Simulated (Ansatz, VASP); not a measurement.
## HfN in VASP and in Ansatz

```
Hf N
1.0
     0.00000    2.45482    2.45482
     2.45482    0.00000    2.45482
     2.45482    2.45482    0.00000
Hf N
1 1
Direct
  0.00000 0.00000 0.00000
  0.25000 0.25000 0.25000
```

Alike in both runs: functional PBEsol; k mesh 9 × 9 × 9; occupations fermi-dirac, width 0.05 eV; no spin polarisation; Hubbard terms Hf d U = 8.0 eV.

|  | VASP | Ansatz |
| --- | --- | --- |
| version | VASP 6.6.1 | Ansatz 0.2.0 |
| potentials or method | VASP PAW PBE potentials, release 64 (Hf_pv, N) | Ansatz PAW |
| plane-wave cutoff (eV) | 520 | 420 |
| valence electrons in the cell | 15 | 31 |
| task | single point | band structure |

```csv
,VASP,Ansatz,Ansatz less VASP
gap on the k mesh at the Fermi level (eV),none,none,-
pressure (GPa),18.4,7.5,-10.86
```

VASP's potentials were made for PBE, not for PBEsol. The programs project onto different local orbitals, so the same U acts differently, and such runs can settle in different states. A gap of «none» marks a metal or a gap that the smearing closes. VASP's potentials hold 15 valence electrons a cell and Ansatz's 31, so a difference there can come from the potentials and not from the codes.

Spin-orbit coupling is off throughout.
